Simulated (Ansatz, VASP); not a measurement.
## Cr in VASP and in Ansatz

```
Cr
1.0
    -1.42432    1.42432    1.42432
     1.42432   -1.42432    1.42432
     1.42432    1.42432   -1.42432
Cr
1
Direct
  0.00000 0.00000 0.00000
```

Alike in both runs: task single point; functional PBE; k mesh 4 × 4 × 4; occupations fermi-dirac, width 0.1 eV; no spin polarisation.

|  | VASP | Ansatz |
| --- | --- | --- |
| version | VASP 6.6.1 | Ansatz 0.2.0 |
| potentials or method | VASP PAW PBE potentials, release 64 (Cr_pv), cutoff 500 eV | plane waves (420 eV) with PAW, scalar-relativistic |
| valence electrons in the cell | 12 | 14 |

```csv
,VASP,Ansatz,Ansatz less VASP
pressure (GPa),-1.6,-1.1,+0.56
```

VASP's potentials hold 12 valence electrons a cell and Ansatz's 14, so a difference there can come from the potentials and not from the codes.

The k mesh is coarse, so the values compare programs but aren't converged.
